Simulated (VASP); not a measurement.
# As (Pm-3m) in VASP: single point with PBEsol

Aim: the single point of As with PBEsol.

Program: VASP 6.6.1. These are calculated values, not measurements. Logs are shortened: lines on timing, memory, paths and dates and some standing lists are left out, and cuts for length are marked.

**1. The cell of the first run**

It takes space group Pm-3m (No. 221, cubic). Conventional cell: a = 2.704 Å, b = 2.704 Å, c = 2.704 Å, α = 90.00°, β = 90.00°, γ = 90.00°. As (site symmetry m-3m) has 6 As at 2.70 Å within 3.6 Å.

**2. Single point, PBEsol**

INCAR

```
SYSTEM = As
ALGO = Normal ; EDIFF = 1E-6
ENCUT = 500 ; GGA = PS
GGA_COMPAT = .False. ; ISIF = 2
ISMEAR = 1 ; LASPH = .True.
LCHARG = .False. ; LREAL = .False.
LWAVE = .False. ; NBANDS = 8
NELM = 120 ; PREC = Accurate
SIGMA = 0.02
```

KPOINTS

```
k-points
0
Gamma
  11 11 11
  0 0 0
```

POSCAR

```
As
1.0
    2.7036820000      0.0000000000      0.0000000000
    0.0000000000      2.7036820000      0.0000000000
    0.0000000000      0.0000000000      2.7036820000
As
1
Direct
    0.5000000000      0.5000000000      0.5000000000
```

Potentials or basis: VASP PAW PBE potentials, release 64 (As).

On the command line:

```
$ cat potpaw_PBE.64/As/POTCAR > POTCAR
$ mpirun -np 1 vasp_std > vasp.out
```

OUTCAR:

```text
SYSTEM = As
   EDIFF = 1E-6
   ENCUT = 500
   GGA = PS
   ISIF = 2
   ISMEAR = 1
   LASPH = .True.
   LREAL = .False.
   NELM = 120
   PREC = Accurate

 ion  position               nearest neighbor table
   1  0.500  0.500  0.500-

  LATTYP: Found a simple cubic cell.
 ALAT       =     2.7036820000

  Lattice vectors:

 A1 = (   2.7036820000,   0.0000000000,   0.0000000000)
 A2 = (   0.0000000000,   2.7036820000,   0.0000000000)
 A3 = (   0.0000000000,   0.0000000000,   2.7036820000)

Analysis of symmetry for initial positions (statically):
=====================================================================
 Subroutine PRICEL returns:
 Original cell was already a primitive cell.

 Routine SETGRP: Setting up the symmetry group for a
 simple cubic supercell.

 Subroutine GETGRP returns: Found 48 space group operations
 (whereof 48 operations were pure point group operations)
 out of a pool of 48 trial point group operations.

The static configuration has the point symmetry O_h .

Analysis of symmetry for dynamics (positions and initial velocities):
=====================================================================
 Subroutine PRICEL returns:
 Original cell was already a primitive cell.

 Routine SETGRP: Setting up the symmetry group for a
 simple cubic supercell.

 Subroutine GETGRP returns: Found 48 space group operations
 (whereof 48 operations were pure point group operations)
 out of a pool of 48 trial point group operations.

The dynamic configuration has the point symmetry O_h .

 Subroutine INISYM returns: Found 48 space group operations
 (whereof 48 operations are pure point group operations),
 and found     1 'primitive' translations

----------------------------------------------------------------------------------------

                                     Primitive cell

  volume of cell :      19.7636

  direct lattice vectors                    reciprocal lattice vectors
     2.703682000  0.000000000  0.000000000     0.369865983  0.000000000  0.000000000
     0.000000000  2.703682000  0.000000000     0.000000000  0.369865983  0.000000000
     0.000000000  0.000000000  2.703682000     0.000000000  0.000000000  0.369865983

  length of vectors
     2.703682000  2.703682000  2.703682000     0.369865983  0.369865983  0.369865983

[... 73 lines left out ...]
   LNONCOLLINEAR =      F non collinear calculations
   LSORBIT =      F    spin-orbit coupling
   LASPH  =      T    aspherical Exc in radial PAW
   ENCUT  =  500.0 eV  36.75 Ry    6.06 a.u.   4.93  4.93  4.93*2*pi/ulx,y,z
   NELM   =    120;   NELMIN=  2; NELMDL= -5     # of ELM steps
   EDIFF  = 0.1E-05   stopping-criterion for ELM
   LREAL  =      F    real-space projection
   EDIFFG = 0.1E-04   stopping-criterion for IOM
   NSW    =      0    number of steps for IOM
   IBRION =     -1    ionic relax: 0-MD 1-quasi-New 2-CG
   NFREE  =      0    steps in history (QN), initial steepest desc. (CG)
   ISIF   =      2    stress and relaxation
   ISYM   =      2    0-nonsym 1-usesym 2-fastsym
   POTIM  = 0.5000    time-step for ionic-motion
   TEBEG  =    0.0;   TEEND  =   0.0 temperature during run
   PSTRESS=    0.0 pullay stress
   NELECT =       5.0000    total number of electrons
   NUPDOWN=      -1.0000    fix difference up-down
   EMIN   =  10.00;   EMAX   =-10.00  energy-range for DOS
   EFERMI =   0.00;   METHOD = LEGACY
   ISMEAR =     1;   SIGMA  =   0.02  broadening in eV -4-tet -1-fermi 0-gaus
   EFERMI_NEDOS =   21; number of points for ismear=-14 and -15
   IALGO  =     38    algorithm
   IMIX   =      4    mixing-type and parameters
     AMIX     =   0.40;   BMIX     =  1.00
     AMIX_MAG =   1.60;   BMIX_MAG =  1.00
  volume/ion in A,a.u.               =      19.76       133.37
  Fermi-wavevector in a.u.,A,eV,Ry     =   1.035403  1.956627 14.586240  1.072058
  Thomas-Fermi vector in A             =   2.169744
   LORBIT       =      0    0 simple, 1 ext, 2 COOP (PROOUT), +10 PAW based schemes
   GGA     = PS    functional components
   LHFCALC =     F    Hartree Fock is set to
   AEXX    =    0.0000 exact exchange contribution
   IVDW    =     0    specifies the selected vdW correction
   LEPSILON=     F    determine dielectric tensor
   LRPA    =     F    only Hartree local field effects (RPA)
 non-spin polarized calculation
 Methfessel and Paxton  Order N= 1 SIGMA  =   0.02
  energy-cutoff  :      500.00
  volume of cell :       19.76
 maximum number of plane-waves:       513
 NGX is ok and might be reduce to    20
   NGX =  9   NGY =  9   NGZ =  9

 number of electron       5.0000001 magnetization

 Free energy of the ion-electron system (eV)
  ---------------------------------------------------
  ext. energy  EPLUGINS =         0.00000000
  ---------------------------------------------------
  free energy    TOTEN  =        -5.00870295 eV

  energy without entropy =       -5.00871338  energy(sigma->0) =       -5.00870643

 E-fermi :   5.7839     XC(G=0): -10.5586

 val. band max:        5.6962763494   @ k =   0.1818   0.1818   0.0000
 cond. band min:       5.7990128120   @ k =   0.4545   0.4545   0.3636
 fundamental gap:      0.1027364626
 Fermi energy:         5.7838812483

 k-point     1 :       0.0000    0.0000    0.0000
  band No.  band energies     occupation
      1      -9.1854      2.00000
      2       9.9539      0.00000
      3       9.9539      0.00000
      4       9.9539      0.00000
      5      14.3097      0.00000
      6      14.3097      0.00000
      7      16.2056      0.00000
      8      30.7536      0.00000
[... 243 lines left out ...]
 k-point    24 :       0.2727    0.0909    0.0909
  band No.  band energies     occupation
      1      -7.5560      2.00000
      2       3.0223      2.00000
      3       9.3026      0.00000
      4       9.7143      0.00000
      5      17.7837      0.00000
      6      18.2428      0.00000
      7      21.3941      0.00000
      8      21.4431      0.00000

 [... further k-points ...]
[... 5 lines left out ...]
  --------------------------------------------------------------------------------------
  -------------------------------------------------------------------------------------
  Total       -0.0869387     -0.0869387     -0.0869387      0.0000000      0.0000000     -0.0000000
  in kB       -7.0478577     -7.0478577     -7.0478577      0.0000000      0.0000000     -0.0000000
  external PRESSURE =      -7.0478577 kB  Pullay stress =       0.0000000 kB

 VOLUME and BASIS-vectors are now :
 -----------------------------------------------------------------------------
  energy-cutoff  :      500.00
  volume of cell :       19.76
      direct lattice vectors                 reciprocal lattice vectors
     2.703682000  0.000000000  0.000000000     0.369865983  0.000000000  0.000000000
     0.000000000  2.703682000  0.000000000     0.000000000  0.369865983  0.000000000
     0.000000000  0.000000000  2.703682000     0.000000000  0.000000000  0.369865983

 POSITION                                       TOTAL-FORCE (eV/Angst)
 -----------------------------------------------------------------------------------
      1.35184      1.35184      1.35184         0.000000      0.000000      0.000000
 -----------------------------------------------------------------------------------
    total drift:                                0.000000      0.000000      0.000000

  FREE ENERGIE OF THE ION-ELECTRON SYSTEM (eV)
  ---------------------------------------------------
  free  energy   TOTEN  =        -5.0087029526 eV

  energy  without entropy=       -5.0087133764  energy(sigma->0) =       -5.00870643
```

OSZICAR:

```text
N       E                     dE             d eps       ncg     rms          rms(c)
DAV:   1     0.718463906502E+01    0.71846E+01   -0.20143E+03   904   0.440E+02
DAV:   2    -0.487957325336E+01   -0.12064E+02   -0.11817E+02  1208   0.591E+01
DAV:   3    -0.501155135600E+01   -0.13198E+00   -0.13196E+00  1048   0.833E+00
DAV:   4    -0.501169358683E+01   -0.14223E-03   -0.14226E-03  1384   0.303E-01
DAV:   5    -0.501169363468E+01   -0.47849E-07   -0.47664E-07  1064   0.355E-03    0.216E+00
DAV:   6    -0.500981319999E+01    0.18804E-02   -0.27880E-04  1168   0.132E-01    0.128E+00
DAV:   7    -0.500868913409E+01    0.11241E-02   -0.78334E-04  1048   0.213E-01    0.629E-02
DAV:   8    -0.500870248139E+01   -0.13347E-04   -0.22490E-05  1208   0.345E-02    0.407E-03
DAV:   9    -0.500870295260E+01   -0.47121E-06   -0.38266E-07  1112   0.464E-03
   1 F= -.50087030E+01 E0= -.50087064E+01  d E =0.104238E-04
```

It took 4.8 s on 1 thread of Intel Xeon 6975P-C, shared host; peak memory 0.12 GiB.

What came out:

- Free energy: -5.0087 eV
- Pressure: -0.7 GPa

Caveat: the PAW data sets were made with another functional, which shifts forces and pressure a little.
